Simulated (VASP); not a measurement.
Crystal: Ba.

```xyz
1
Lattice="-2.4726 2.4726 2.4726 2.4726 -2.4726 2.4726 2.4726 2.4726 -2.4726" Properties=species:S:1:pos:R:3 pbc="T T T"
Ba    0.0000    0.0000    0.0000
```

Base run:

| Property | Result |
| --- | --- |
| Program | VASP 6.6.1 |
| Functional | PBEsol |
| Potentials or basis | VASP PAW PBE potentials, release 64 (Ba_sv) |
| Cutoff | 520 eV |
| k mesh | 8 × 8 × 8 |
| Occupations | fermi-dirac, width 0.05 eV |
| Spin | no spin polarisation |

Its results: band gap on the k mesh zero (band 5 reaches 2.23 eV, above the bottom of band 6 at 1.07 eV); pressure -0.3 GPa.

Q: The run is repeated on the same cell with these changes: functional from PBEsol to LDA; potentials or basis from VASP PAW PBE potentials, release 64 (Ba_sv) to VASP PAW LDA potentials, release 64 (Ba_sv). What comes out?

A: Band gap on the k mesh zero (band 5 reaches 2.12 eV, above the bottom of band 6 at 0.97 eV); pressure -1.0 GPa.

Caveats: spin-orbit coupling is left out, which moves the levels of the heavy elements; the PAW data sets were made with another functional, which shifts forces and pressure a little (some runs).
